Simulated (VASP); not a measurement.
WC (WC type): relaxation of cell and atoms with PBE

The system is WC (WC type).

```xyz
2
Lattice="2.4854 0.0000 0.0000 -1.2427 2.1524 0.0000 0.0000 0.0000 2.4357" Properties=species:S:1:pos:R:3 pbc="T T T"
W     0.0000    0.0000    0.0000
C     0.0000    1.4349    1.2178
```

* Program: VASP 6.6.1
* Task: relaxation of cell and atoms
* Functional: PBE
* Potentials or basis: VASP PAW PBE potentials, release 64 (W_sv, C)
* Cutoff: 600 eV
* k mesh: 18 × 18 × 16
* Occupations: fermi-dirac, width 0.1 eV
* Spin: no spin polarisation
* Target pressure: 480 GPa
* Dipole correction: no
* Further INCAR settings: ALGO = Normal; EDIFF = 1e-06; IBRION = 2; EDIFFG = -0.005; NSW = 60; ISIF = 3

```json
{"Relaxed volume": "6.57 Å³/atom", "Relaxed cell": "a = 2.469 Å, b = 2.469 Å, c = 2.492 Å, α = 90.00°, β = 90.00°, γ = 120.00°", "Space group after relaxing (to 0.1 Å)": "P-6m2 (No. 187)", "Energy change on relaxing (the run minimises the enthalpy)": "-206.2 meV/atom", "Ionic steps": "16", "Pressure after relaxing": "480.0 GPa", "Band gap on the k mesh": "zero (bands 9 and 10 overlap by 4.07 eV)"}
```

Step by step:
```tsv
step	energy change (eV)	largest force (eV/Å)	pressure (GPa)	volume (Å³)
1	0.0000	0.0000	501.22	13.03
2	-3.7388	0.0000	293.95	14.67
3	-0.8141	0.0000	460.66	13.29
4	-0.7208	0.0000	465.40	13.26
5	1.1218	0.0000	546.37	12.71
6	-0.4220	0.0000	479.59	13.15
7	-0.4089	0.0000	480.13	13.15
8	-0.4023	0.0000	480.47	13.15
9	-0.4780	0.0000	476.75	13.17
10	-0.4123	0.0000	479.98	13.15
11	-0.4127	0.0000	479.98	13.15
12	-0.4454	0.0000	478.35	13.16
13	-0.4131	0.0000	479.86	13.15
14	-0.4129	0.0000	479.95	13.15
15	-0.4116	0.0000	480.04	13.15
16	-0.4123	0.0000	480.00	13.15
```

Final structure:
```
W C
1.0
     2.46853    0.00000    0.00000
    -1.23427    2.13781    0.00000
     0.00000    0.00000    2.49176
W C
1 1
Direct
  0.00000 0.00000 0.00000
  0.33333 0.66667 0.50000
```

Levels at points of the mesh, in eV from the Fermi level:
| k point | band 6 | band 7 | band 8 | band 9 | band 10 | band 11 | band 12 | band 13 |
| --- | --- | --- | --- | --- | --- | --- | --- | --- |
| (0.00, 0.00, 0.00) | -8.32 | -6.02 | -6.02 | -0.31 | 5.27 | 5.27 | 7.82 | 7.82 |
| (0.50, 0.00, 0.00) | -9.27 | -7.33 | -6.45 | -0.77 | 3.22 | 7.92 | 8.72 | 8.83 |
| (0.00, 0.00, 0.50) | -10.79 | -3.67 | -3.67 | -2.05 | -2.05 | 4.17 | 5.30 | 5.30 |
| (0.50, 0.00, 0.50) | -10.48 | -7.55 | -5.31 | 2.02 | 8.09 | 8.95 | 10.34 | 14.58 |

Wall time 2.5 min on 1 thread of Intel(R) Xeon(R) 6975P-C (Granite Rapids), with other jobs on the host, peak memory 0.21 GiB.

Caveat: the cell is relaxed towards a set pressure, so the run minimises the enthalpy, not the energy; spin-orbit coupling is left out, which moves the levels of the heavy elements.
